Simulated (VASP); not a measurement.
A run of VASP 6.6.1:

INCAR

```
SYSTEM = Nb2SnC
  PREC = Accurate
  ENCUT = 600
  EDIFF = 1E-6
  ISMEAR = -1
  SIGMA = 0.1
  LREAL = .False.
  LASPH = .True.
  NELM = 100
  ALGO = Normal
  ISIF = 3
  LWAVE = .False.
  LCHARG = .False.
  GGA = PS
  IBRION = 2
  NSW = 80
  EDIFFG = -0.02
```

File KPOINTS:

```
regular mesh
0
Gamma
  9 9 2
  0 0 0
```

Contents of POSCAR:

```
Nb2SnC
1.0
    3.2832070700      0.0000000000      0.0000000000
   -1.6416035300      2.8433407300      0.0000000000
    0.0000000000      0.0000000000     13.7686115800
Nb Sn C
4 2 2
Direct
    0.3333333333      0.6666666667      0.0833157100
    0.3333333333      0.6666666667      0.4166842900
    0.6666666667      0.3333333333      0.5833157100
    0.6666666667      0.3333333333      0.9166842900
    0.3333333333      0.6666666667      0.7500000000
    0.6666666667      0.3333333333      0.2500000000
    0.0000000000      0.0000000000      0.0000000000
    0.0000000000      0.0000000000      0.5000000000
```

Potentials or basis: VASP PAW PBE potentials, release 64 (Nb_sv, Sn_d, C).

Command:

```console
$ cat potpaw_PBE.64/Nb_sv/POTCAR potpaw_PBE.64/Sn_d/POTCAR potpaw_PBE.64/C/POTCAR > POTCAR
$ mpirun -np 1 vasp_std > vasp.out
```

Hardware: 1 thread of Intel(R) Xeon(R) Platinum 8488C (Sapphire Rapids), on a shared host.

**Question.** Estimate the wall time of this run.

**Answer.** Run time: 14 min on 1 thread of Intel(R) Xeon(R) Platinum 8488C (Sapphire Rapids) (shared host), peak memory 0.4 GiB. Counts: scf iterations 67, k points 24, ion steps 7.
